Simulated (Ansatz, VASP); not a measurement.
BP in VASP and in Ansatz

File POSCAR:

```
BP
1.0
    2.7080526438      0.0000000000      0.0000000000
    0.0000000000      2.7080526438      0.0000000000
    0.0000000000      0.0000000000      2.7080526438
B P
1 1
Direct
    0.0000000000      0.0000000000      0.0000000000
    0.5000000000      0.5000000000      0.5000000000
```

Contents of INCAR.step1:

```
PREC = Accurate ; ENCUT = 520
ISMEAR = -1 ; SIGMA = 0.02
LREAL = F ; LASPH = T
NELM = 80 ; NBANDS = 11
GGA = PE ; ALGO = Normal
EDIFF = 1E-4 ; LWAVE = T
LCHARG = F
```

Contents of INCAR.step2:

```
PREC = Accurate ; ENCUT = 520
EDIFF = 1E-7 ; ISMEAR = -1
SIGMA = 0.02 ; LREAL = F
LASPH = T ; NELM = 80
ALGO = Normal ; ISIF = 2
LWAVE = F ; LCHARG = F
METAGGA = R2SCAN ; LMIXTAU = T
NBANDS = 11 ; ISTART = 1
```

File KPOINTS:

```
regular mesh
0
Gamma
  6 6 6
```

Input for Ansatz:

```yaml
crystal:
  lattice:
    - [2.7080526438, 0.0, 0.0]
    - [0.0, 2.7080526438, 0.0]
    - [0.0, 0.0, 2.7080526438]
  atoms:
    - { symbol: B, position: [0.0, 0.0, 0.0] }
    - { symbol: P, position: [0.5, 0.5, 0.5] }
kpoints:
  mp_grid: { grid: [6, 6, 6] }
hamiltonian:
  xc: r2scan
scf:
  occupations: { method: fermi_dirac, width: 0.02 }
  n_extra_bands: 24
output:
  forces: true
  stress: true
  eigenvalues: true
```

Alike in both runs: task single point; functional r2SCAN; k mesh 6 × 6 × 6; occupations fermi-dirac, width 0.02 eV; no spin polarisation.

```csv
,VASP,Ansatz
version,VASP 6.6.1,Ansatz 0.2.0
potentials or method,"VASP PAW PBE potentials, release 64 (B, P)",plane waves
plane-wave cutoff (eV),520,500
valence electrons in the cell,8,8
```

Ansatz gave:

```
pressure (GPa) : 4.0
```

Estimate VASP's values.

pressure (GPa): 3.8.

VASP's potentials were made for PBE, not for r2SCAN.

The k mesh is coarse, so the values compare programs but aren't converged.
